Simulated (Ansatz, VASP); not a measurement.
Given: the input of a run of VASP 6.6.1 on CdSe.

File INCAR:

```
SYSTEM = CdSe
ALGO = Normal
EDIFF = 1E-6
ENCUT = 520
GGA = PE
ISIF = 2
ISMEAR = 0
LASPH = .True.
LCHARG = .False.
LREAL = .False.
LWAVE = .False.
NBANDS = 16
NELM = 100
PREC = Accurate
SIGMA = 0.026000000000000002
```

File KPOINTS:

```
k-points
0
Gamma
  8 8 8
  0 0 0
```

POSCAR

```
CdSe
1.0
    0.0000000000      3.0702711986      3.0702711986
    3.0702711986      0.0000000000      3.0702711986
    3.0702711986      3.0702711986      0.0000000000
Cd Se
1 1
Direct
    0.0000000000      0.0000000000      0.0000000000
    0.2500000000      0.2500000000      0.2500000000
```

Potentials or basis: VASP PAW PBE potentials, release 64 (Cd, Se).

The run is started by

```sh
$ cat potpaw_PBE.64/Cd/POTCAR potpaw_PBE.64/Se/POTCAR > POTCAR
$ mpirun -np 1 vasp_std > vasp.out
```

Question: Translate it to Ansatz 0.2.0. Potentials there: all-electron LAPW, scalar-relativistic.

Answer: As run (the cutoff follows the program's own potentials):

Contents of input.yaml:

```yaml
crystal:
  lattice:
    - [0.0, 3.0702711986, 3.0702711986]
    - [3.0702711986, 0.0, 3.0702711986]
    - [3.0702711986, 3.0702711986, 0.0]
  atoms:
    - { symbol: Cd, position: [0.0, 0.0, 0.0] }
    - { symbol: Se, position: [0.25, 0.25, 0.25] }
kpoints:
  mp_grid: { grid: [8, 8, 8] }
scf:
  occupations: { method: gaussian, width: 0.026 }
hamiltonian:
  xc: pbe
  pseudopotentials: { kind: all_electron, lapw: { basis_error: 0.001 } }
output:
  forces: true
  stress: true
  eigenvalues: true
```

Potentials or basis: all-electron LAPW, scalar-relativistic.

Command:

```sh
$ ansatz run input.yaml --threads 1 --pin off --max-ram 3072MiB --backend cpu --events-out ev --progress --plain --runs-dir out
```

Both were run:

|  | VASP | Ansatz | Ansatz less VASP |
| --- | --- | --- | --- |
| gap on the k mesh at the Fermi level (eV) | 0.55 | 0.55 | +0.001 |
| least direct gap on the mesh (eV) | 0.55 | 0.55 | +0.001 |
| pressure (GPa) | 1.6 | 1.3 | -0.27 |

Ansatz ran all-electron here, and VASP with PAW potentials.
